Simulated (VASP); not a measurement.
Ba:

```
Ba
1.0
    -2.46401    2.46401    2.46401
     2.46401   -2.46401    2.46401
     2.46401    2.46401   -2.46401
Ba
1
Direct
  0.00000 0.00000 0.00000
```

```yaml
Program: VASP 6.6.1
Task: relaxation of cell and atoms
Functional: SCAN
Potentials_or_basis: VASP PAW PBE potentials, release 64 (Ba_sv)
Cutoff: 650 eV
k_mesh: 11 × 11 × 11
Occupations: fermi-dirac, width 0.02 eV
Spin: no spin polarisation
```

At the start: pressure 0.7 GPa; volume 59.84 Å³/atom.

Task: How do energy, volume and symmetry change on relaxing?

Result: Over 19 steps the energy falls by 10.0 meV/atom and the volume is 63.98 Å³/atom (+6.9 %); space group Im-3m (No. 229, to 0.1 Å) before and after.

Step by step:
```csv
step,energy change (eV),largest force (eV/Å),pressure (GPa),volume (Å³)
1,0.0000,0.0000,0.70,59.84
2,-0.0071,0.0000,0.30,62.14
3,-0.0087,0.0000,-0.07,64.54
4,-0.0088,0.0000,-0.01,64.05
5,-0.0088,0.0000,0.01,63.97
6,-0.0088,0.0000,0.01,63.97
7,-0.0088,0.0000,0.01,63.97
8,-0.0088,0.0000,0.01,63.97
9,-0.0088,0.0000,0.01,63.97
10,-0.0088,0.0000,0.01,63.97
11,-0.0088,0.0000,0.01,63.97
12,-0.0088,0.0000,0.01,63.97
13,-0.0088,0.0000,0.01,63.97
14,-0.0088,0.0000,0.01,63.97
15,-0.0088,0.0000,0.01,63.97
16,-0.0088,0.0000,0.01,63.98
17,-0.0088,0.0000,0.00,63.98
18,-0.0100,0.0000,0.00,63.98
19,-0.0100,0.0000,0.00,63.98
```

Final structure:
```cif
data_structure
_symmetry_space_group_name_H-M 'P 1'
_symmetry_Int_Tables_number 1
_cell_length_a 4.3641
_cell_length_b 4.3641
_cell_length_c 4.3641
_cell_angle_alpha 109.471
_cell_angle_beta 109.471
_cell_angle_gamma 109.471
_cell_volume 63.98
loop_
_atom_site_label
_atom_site_type_symbol
_atom_site_fract_x
_atom_site_fract_y
_atom_site_fract_z
_atom_site_occupancy
Ba1 Ba 0.00000 0.00000 0.00000 1
```

Caveat: the PAW data sets were made with another functional, which shifts forces and pressure a little.
